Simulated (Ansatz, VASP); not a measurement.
## Two plane-wave programs on ZrTa2C2

```
Zr Ta C
1.0
     3.20655    0.00000    0.00000
    -1.60327    2.77695    0.00000
     0.00000    0.00000    7.69274
Zr Ta C
1 2 2
Direct
  0.00000 0.00000 0.00000
  0.33333 0.66667 0.33391
  0.66667 0.33333 0.66609
  0.33333 0.66667 0.81161
  0.66667 0.33333 0.18839
```

Change from the starting cell: species swapped into the Tb2SeO2 type (P-3m1, No. 164).

Alike in both runs: task single point; functional PBE; k mesh 6 × 6 × 2; occupations gaussian, width 0.1 eV; collinear spin.

|  | VASP | Ansatz |
| --- | --- | --- |
| version | VASP 6.6.1 | Ansatz 0.2.0 |
| potentials or method | VASP PAW PBE potentials, release 64 (Zr_sv, Ta_pv, C), cutoff 520 eV | scalar-relativistic, plane waves, PAW |
| valence electrons in the cell | 42 | 46 |

Ansatz gave:

- gap on the k mesh at the Fermi level (eV): none
- pressure (GPa): 0.0
- traceless stress, the component that is largest in VASP (GPa): -0.21
- rms of the force components (eV/Å): 0.029
- net moment per atom (μB): 0.00

What did VASP give for the same quantities?

gap on the k mesh at the Fermi level (eV): none; pressure (GPa): 0.4; traceless stress, the component that is largest in VASP (GPa): -0.27; rms of the force components (eV/Å): 0.018; net moment per atom (μB): 0.00.

Atom by atom the forces differ by 0.012 eV/Å (rms over components). A gap of «none» marks a metal or a gap that the smearing closes. The functional is the same, so the differences come from potentials, cutoffs and numerics. VASP's potentials hold 42 valence electrons a cell and Ansatz's 46, so a difference there can come from the potentials and not from the codes. Ansatz's warnings: seeded moment not kept.

The k mesh is coarse, so the values compare programs but aren't converged. Neither program's run includes spin-orbit coupling.
